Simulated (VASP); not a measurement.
# NbTeI (P-6m2) in VASP: single point with PBE

Aim: the single point of NbTeI with PBE.

All numbers are computed with VASP 6.6.1; they aren't measurements. Logs are shortened: lines on timing, memory, paths and dates and some standing lists are left out, and cuts for length are marked.

## Step 1: The cell of the first run

It takes space group P-6m2 (No. 187, hexagonal). Conventional cell: a = 4.711 Å, b = 4.711 Å, c = 4.659 Å, α = 90.00°, β = 90.00°, γ = 120.00°. Within 4.7 Å of Nb (site symmetry -6m2) lie 6 Te at 3.58 Å and 6 I at 3.58 Å and 2 Nb at 4.66 Å. Te (site symmetry -6m2) has 3 I at 2.72 Å and 6 Nb at 3.58 Å within 3.6 Å. Within 3.6 Å of I (site symmetry -6m2) lie 3 Te at 2.72 Å and 6 Nb at 3.58 Å.

## Step 2: Single point, PBE

Contents of INCAR:

```
SYSTEM = NbTeI
  ALGO = Normal
  EDIFF = 1E-6
  ENCUT = 500
  GGA = PE
  GGA_COMPAT = .False.
  ISIF = 2
  ISMEAR = 0
  LASPH = .True.
  LCHARG = .True.
  LELF = .True.
  LREAL = .False.
  LVHAR = .True.
  LWAVE = .False.
  NBANDS = 20
  NELM = 120
  PREC = Accurate
  SIGMA = 0.1
```

Contents of KPOINTS:

```
k-points
0
Gamma
  6 6 4
  0 0 0
```

Contents of POSCAR:

```
NbTeI
1.0
    4.7111117100      0.0000000000      0.0000000000
   -2.3555558500      4.0799424200      0.0000000000
    0.0000000000      0.0000000000      4.6594420000
Nb Te I
1 1 1
Direct
    0.0000000000      0.0000000000      0.0000000000
    0.6666666700      0.3333333300      0.5000000000
    0.3333333300      0.6666666700      0.5000000000
```

Potentials or basis: VASP PAW PBE potentials, release 64 (Nb_sv, Te, I).

On the command line:

```sh
$ cat potpaw_PBE.64/Nb_sv/POTCAR potpaw_PBE.64/Te/POTCAR potpaw_PBE.64/I/POTCAR > POTCAR
$ mpirun -np 1 vasp_std > vasp.out
```

OUTCAR:

```text
SYSTEM = NbTeI
   EDIFF = 1E-6
   ENCUT = 500
   GGA = PE
   ISIF = 2
   ISMEAR = 0
   LASPH = .True.
   LREAL = .False.
   NELM = 120
   PREC = Accurate

 ion  position               nearest neighbor table
   1  0.000  0.000  0.000-
   2  0.667  0.333  0.500-   3 2.72   3 2.72   3 2.72
   3  0.333  0.667  0.500-   2 2.72   2 2.72   2 2.72

  LATTYP: Found a hexagonal cell.
 ALAT       =     4.7111117100
 C/A-ratio  =     0.9890323743

  Lattice vectors:

 A1 = (   4.7111117100,   0.0000000000,   0.0000000000)
 A2 = (  -2.3555558500,   4.0799424200,   0.0000000000)
 A3 = (   0.0000000000,   0.0000000000,   4.6594420000)

Analysis of symmetry for initial positions (statically):
=====================================================================
 Subroutine PRICEL returns:
 Original cell was already a primitive cell.

 Routine SETGRP: Setting up the symmetry group for a
 hexagonal supercell.

 Subroutine GETGRP returns: Found 12 space group operations
 (whereof 12 operations were pure point group operations)
 out of a pool of 24 trial point group operations.

The static configuration has the point symmetry D_3h.

Analysis of symmetry for dynamics (positions and initial velocities):
=====================================================================
 Subroutine PRICEL returns:
 Original cell was already a primitive cell.

 Routine SETGRP: Setting up the symmetry group for a
 hexagonal supercell.

 Subroutine GETGRP returns: Found 12 space group operations
 (whereof 12 operations were pure point group operations)
 out of a pool of 24 trial point group operations.

The dynamic configuration has the point symmetry D_3h.

 Subroutine INISYM returns: Found 12 space group operations
 (whereof 12 operations are pure point group operations),
 and found     1 'primitive' translations

----------------------------------------------------------------------------------------

                                     Primitive cell

  volume of cell :      89.5594

  direct lattice vectors                    reciprocal lattice vectors
     4.711111710  0.000000000  0.000000000     0.212264124  0.122550749  0.000000000
[... 70 lines left out ...]
   dimension x,y,z NGXF=    72 NGYF=   72 NGZF=   72
   ions per type =               1   1   1
   NGX,Y,Z   is equivalent  to a cutoff of  12.70, 12.70, 12.84 a.u.
   NGXF,Y,Z  is equivalent  to a cutoff of  25.41, 25.41, 25.69 a.u.
 SYSTEM =  NbTeI
   PREC   = accura    normal or accurate (medium, high low for compatibility)
   ISTART =      0    job   : 0-new  1-cont  2-samecut
   ICHARG =      2    charge: 1-file 2-atom 10-const
   ISPIN  =      1    spin polarized calculation?
   LNONCOLLINEAR =      F non collinear calculations
   LSORBIT =      F    spin-orbit coupling
   LASPH  =      T    aspherical Exc in radial PAW
   ENCUT  =  500.0 eV  36.75 Ry    6.06 a.u.   8.59  8.59  8.50*2*pi/ulx,y,z
   NELM   =    120;   NELMIN=  2; NELMDL= -5     # of ELM steps
   EDIFF  = 0.1E-05   stopping-criterion for ELM
   LREAL  =      F    real-space projection
[... 7 lines left out ...]
   TEBEG  =    0.0;   TEEND  =   0.0 temperature during run
   PSTRESS=    0.0 pullay stress
   NELECT =      26.0000    total number of electrons
   NUPDOWN=      -1.0000    fix difference up-down
   EMIN   =  10.00;   EMAX   =-10.00  energy-range for DOS
   EFERMI =   0.00;   METHOD = LEGACY
   ISMEAR =     0;   SIGMA  =   0.10  broadening in eV -4-tet -1-fermi 0-gaus
   EFERMI_NEDOS =   21; number of points for ismear=-14 and -15
   IALGO  =     38    algorithm
   IMIX   =      4    mixing-type and parameters
     AMIX     =   0.40;   BMIX     =  1.00
     AMIX_MAG =   1.60;   BMIX_MAG =  1.00
  volume/ion in A,a.u.               =      29.85       201.46
  Fermi-wavevector in a.u.,A,eV,Ry     =   1.083999  2.048461 15.987574  1.175054
  Thomas-Fermi vector in A             =   2.220078
   LORBIT       =      0    0 simple, 1 ext, 2 COOP (PROOUT), +10 PAW based schemes
   GGA     = PE    functional components
   LHFCALC =     F    Hartree Fock is set to
   AEXX    =    0.0000 exact exchange contribution
   IVDW    =     0    specifies the selected vdW correction
   LEPSILON=     F    determine dielectric tensor
   LRPA    =     F    only Hartree local field effects (RPA)
 non-spin polarized calculation
 Gauss-broadening in eV      SIGMA  =   0.10
  energy-cutoff  :      500.00
  volume of cell :       89.56
 maximum number of plane-waves:      2296
 NGX is ok and might be reduce to    36
   NGX = 17   NGY = 17   NGZ = 17

 number of electron      25.9999999 magnetization

 Free energy of the ion-electron system (eV)
  ---------------------------------------------------
  ext. energy  EPLUGINS =         0.00000000
  ---------------------------------------------------
  free energy    TOTEN  =        -8.02627086 eV

  energy without entropy =       -7.97245720  energy(sigma->0) =       -7.99936403

 E-fermi :   7.6976     XC(G=0):  -9.7826

 val. band max:        7.6967554271   @ k =   0.1667   0.1667   0.2500
 cond. band min:       7.7052115555   @ k =   0.3333   0.3333   0.2500
 fundamental gap:      0.0084561284
 Fermi energy:         7.6976078520

 k-point     1 :       0.0000    0.0000    0.0000
  band No.  band energies     occupation
      1     -48.1131      2.00000
      2     -24.1527      2.00000
      3     -24.1527      2.00000
      4     -24.1345      2.00000
      5      -8.5746      2.00000
      6      -2.0174      2.00000
[... 472 lines left out ...]
     19      11.5995      0.00000
     20      12.8709      0.00000

------------------------ aborting loop because EDIFF is reached ----------------------------------------

  FORCE on cell =-STRESS in cart. coord.  units (eV):
  Direction    XX          YY          ZZ          XY          YZ          ZX
  --------------------------------------------------------------------------------------
  -------------------------------------------------------------------------------------
  Total        9.4479285      9.4479285     -8.0182301      0.0000000      0.0000000      0.0000000
  in kB      169.0191193    169.0191192   -143.4424693      0.0000002      0.0000000      0.0000000
  external PRESSURE =      64.8652564 kB  Pullay stress =       0.0000000 kB

 VOLUME and BASIS-vectors are now :
 -----------------------------------------------------------------------------
  energy-cutoff  :      500.00
  volume of cell :       89.56
      direct lattice vectors                 reciprocal lattice vectors
     4.711111710  0.000000000  0.000000000     0.212264124  0.122550749  0.000000000
    -2.355555850  4.079942420  0.000000000     0.000000000  0.245101498  0.000000000
     0.000000000  0.000000000  4.659442000     0.000000000  0.000000000  0.214617974

 POSITION                                       TOTAL-FORCE (eV/Angst)
 -----------------------------------------------------------------------------------
      0.00000      0.00000      0.00000        -0.000000     -0.000000      0.000000
      2.35556      1.35998      2.32972         0.000000     -0.000000      0.000000
     -0.00000      2.71996      2.32972        -0.000000      0.000000      0.000000
 -----------------------------------------------------------------------------------
    total drift:                                0.000005     -0.000003      0.000000

  FREE ENERGIE OF THE ION-ELECTRON SYSTEM (eV)
  ---------------------------------------------------
  free  energy   TOTEN  =        -8.0262708617 eV

  energy  without entropy=       -7.9724571999  energy(sigma->0) =       -7.99936403
```

OSZICAR:

```text
N       E                     dE             d eps       ncg     rms          rms(c)
DAV:   1     0.181868888774E+03    0.18187E+03   -0.11669E+04   840   0.112E+03
DAV:   2     0.398503873826E+01   -0.17788E+03   -0.17395E+03  1164   0.321E+02
DAV:   3    -0.797948989051E+01   -0.11965E+02   -0.11590E+02  1280   0.658E+01
DAV:   4    -0.866404363485E+01   -0.68455E+00   -0.66962E+00  1312   0.158E+01
DAV:   5    -0.868901341757E+01   -0.24970E-01   -0.24863E-01  1188   0.281E+00    0.234E+01
DAV:   6    -0.885318255017E+01   -0.16417E+00   -0.13289E+01  1152   0.123E+01    0.987E+00
DAV:   7    -0.832049740701E+01    0.53269E+00   -0.12263E+01  1172   0.128E+01    0.102E+01
DAV:   8    -0.802751316908E+01    0.29298E+00   -0.11340E+00  1152   0.451E+00    0.329E+00
DAV:   9    -0.802784002140E+01   -0.32685E-03   -0.38830E-02  1204   0.933E-01    0.166E+00
DAV:  10    -0.802687109850E+01    0.96892E-03   -0.32594E-03  1160   0.398E-01    0.945E-01
DAV:  11    -0.802626904048E+01    0.60206E-03   -0.25931E-03  1100   0.171E-01    0.206E-01
DAV:  12    -0.802629828243E+01   -0.29242E-04   -0.28656E-04  1156   0.116E-01    0.115E-01
DAV:  13    -0.802627654367E+01    0.21739E-04   -0.67012E-05  1356   0.436E-02    0.658E-02
DAV:  14    -0.802627047084E+01    0.60728E-05   -0.21062E-05  1200   0.269E-02    0.435E-03
DAV:  15    -0.802627086167E+01   -0.39083E-06   -0.12004E-06   596   0.684E-03
   1 F= -.80262709E+01 E0= -.79993640E+01  d E =-.538137E-01
```

Wall time 43 s (1 thread of Intel Xeon Platinum 8259CL at 2.50GHz (Skylake/Cascade Lake), shared host); peak memory 0.22 GiB.

Results:

```yaml
Free_energy: -8.0263 eV
Pressure: 6.5 GPa
Band_gap_on_the_k_mesh: zero (band 13 reaches 8.07 eV, above the bottom of band 14 at 7.08 eV)
```

Caveat: spin-orbit coupling is left out, which moves the levels of the heavy elements.
